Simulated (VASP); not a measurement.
Write the native input for VASP 6.6.1 that does the following.

* Task: single point
* Functional: r2SCAN
* Dispersion: rVV10
* Potentials or basis: VASP PAW PBE potentials, release 64 (Cs_sv, Li_sv, Cr_pv, Te, S)
* Cutoff: 520 eV
* k mesh: 6 × 6 × 1
* Occupations: fermi-dirac, width 0.05 eV
* Spin: collinear spin, ferromagnetic start
* Starting moments: [0.0, 0.0, 3.0, 3.0, 0.0, 0.0, 0.0, 0.0, 0.0] μB
* Dipole correction: no
* Further INCAR settings: ALGO = Normal; EDIFF = 1e-06; NBANDS = 47

Crystal: CsLiCr2Te2S3.

```
CELL_PARAMETERS angstrom
3.57803 0.00000 0.00000
-1.78902 3.09867 0.00000
0.00000 0.00000 18.34446
ATOMIC_POSITIONS crystal
Cs 0.00000 0.00000 0.38353
Li 0.66667 0.33333 0.01210
Cr 0.00000 0.00000 0.85585
Cr 0.33333 0.66667 0.17098
Te 0.33333 0.66667 0.55505
Te 0.66667 0.33333 0.75823
S 0.00000 0.00000 0.09993
S 0.33333 0.66667 0.92390
S 0.66667 0.33333 0.24043
```

These files were run (other wordings do the same):

POSCAR

```
CsLiCr2Te2S3
1.0
    3.5780341662      0.0000000000      0.0000000000
   -1.7890170831      3.0986684835      0.0000000000
    0.0000000000      0.0000000000     18.3444572757
Cs Li Cr Te S
1 1 2 2 3
Direct
    0.0000000000      0.0000000000      0.3835304332
    0.6666666667      0.3333333333      0.0121047553
    0.0000000000      0.0000000000      0.8558540224
    0.3333333333      0.6666666667      0.1709810604
    0.3333333333      0.6666666667      0.5550513725
    0.6666666667      0.3333333333      0.7582321215
    0.0000000000      0.0000000000      0.0999290203
    0.3333333333      0.6666666667      0.9238966589
    0.6666666667      0.3333333333      0.2404305556
```

INCAR.step1

```
SYSTEM = CsLiCr2Te2S3
PREC     = Accurate       ! precision mode
ENCUT    = 520            ! plane-wave cutoff, eV
ISMEAR   = -1             ! smearing method
SIGMA    = 0.05           ! smearing width, eV
LREAL    = .FALSE.        ! projectors in reciprocal space
LASPH    = .TRUE.         ! aspherical terms in the spheres
NELM     = 150            ! most SCF steps
ISPIN    = 2              ! spin polarisation
MAGMOM   = 0 0 3 3 0 0 0 0 0 ! initial moments
LMAXMIX  = 4              ! l up to which the mixer works
NBANDS   = 47             ! bands
GGA      = PE             ! functional
ALGO     = Normal         ! electronic algorithm
EDIFF    = 1E-4           ! SCF threshold, eV
LWAVE    = .TRUE.         ! write WAVECAR
LCHARG   = .FALSE.        ! write CHGCAR
```

INCAR.step2

```
SYSTEM = CsLiCr2Te2S3
PREC     = Accurate       ! precision mode
ENCUT    = 520            ! plane-wave cutoff, eV
EDIFF    = 1E-6           ! SCF threshold, eV
ISMEAR   = -1             ! smearing method
SIGMA    = 0.05           ! smearing width, eV
LREAL    = .FALSE.        ! projectors in reciprocal space
LASPH    = .TRUE.         ! aspherical terms in the spheres
NELM     = 150            ! most SCF steps
ALGO     = Normal         ! electronic algorithm
ISIF     = 2              ! what is computed and relaxed
LWAVE    = .FALSE.        ! write WAVECAR
LCHARG   = .FALSE.        ! write CHGCAR
ISPIN    = 2              ! spin polarisation
MAGMOM   = 0 0 3 3 0 0 0 0 0 ! initial moments
LORBIT   = 11             ! projections on sites
LMAXMIX  = 4              ! l up to which the mixer works
METAGGA  = R2SCAN         ! meta-GGA
LMIXTAU  = .TRUE.       
LUSE_VDW = .TRUE.       
IVDW_NL  = 2            
BPARAM   = 11.95        
CPARAM   = 0.0093       
NBANDS   = 47             ! bands
ISTART   = 1
```

KPOINTS

```
regular mesh
0
G
  6 6 1
  0 0 0
```

Potentials or basis: VASP PAW PBE potentials, release 64 (Cs_sv, Li_sv, Cr_pv, Te, S).

Launch:

```sh
$ cat potpaw_PBE.64/Cs_sv/POTCAR potpaw_PBE.64/Li_sv/POTCAR potpaw_PBE.64/Cr_pv/POTCAR potpaw_PBE.64/Te/POTCAR potpaw_PBE.64/S/POTCAR > POTCAR
$ cp INCAR.step1 INCAR
$ mpirun -np 1 vasp_std > vasp.out
$ cp INCAR.step2 INCAR
$ mpirun -np 1 vasp_std > vasp.out
```

It gave:

```yaml
Largest_force: 0.032 eV/Å
Band_gap_on_the_k_mesh: zero (filled and empty bands overlap)
Net_moment: 5.99 μB per cell
Site_moments: Cs -0.00; Li -0.00; Cr +3.07, +3.03; Te +0.04, -0.16; S -0.07, -0.08 (each value once) μB
Valence_electrons_inside_the_program's_atomic_spheres: Cs 6.64; Li 2.02; Cr 10.71, 10.66; Te 3.27, 3.42; S 3.78
```

Caveat: the PAW data sets were made with another functional, which shifts forces and pressure a little; spin-orbit coupling is left out, which moves the levels of the heavy elements; only a ferromagnetic start was run, and an antiferromagnetic order may lie lower in energy.

It took 34 min on 1 thread of Intel Xeon 8259CL, on a shared host, peak memory 0.93 GiB.
